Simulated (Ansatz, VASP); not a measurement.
# AlRu in VASP and in Ansatz

```
Al Ru
1.0
     3.31125    0.00000    0.00000
     0.00000    2.64156    0.00000
     0.00000    0.00000    2.97641
Al Ru
1 1
Direct
  0.00000 0.00000 0.00000
  0.50000 0.50000 0.50000
```

Change from the starting cell: strain +0.1125 x Voigt [1, -1, 0, 0, 0, 0], atoms carried along.

Alike in both runs: task single point; functional PBEsol; k mesh 20 × 20 × 20; occupations gaussian, width 0.15 eV; no spin polarisation.

|  | VASP | Ansatz |
| --- | --- | --- |
| version | VASP 6.6.1 | Ansatz 0.2.0 |
| potentials or method | VASP PAW PBE potentials, release 64 (Al, Ru_pv), cutoff 520 eV | scalar-relativistic, plane waves, PAW |
| valence electrons in the cell | 17 | 19 |

```csv
,VASP,Ansatz,Ansatz less VASP
gap on the k mesh at the Fermi level (eV),none,none,-
pressure (GPa),7.8,7.8,0.00
"traceless stress, the component that is largest in VASP (GPa)",25.87,25.82,-0.053
```

VASP's potentials were made for PBE, not for PBEsol. A gap of «none» marks a metal or a gap that the smearing closes. VASP's potentials hold 17 valence electrons a cell and Ansatz's 19, so a difference there can come from the potentials and not from the codes.
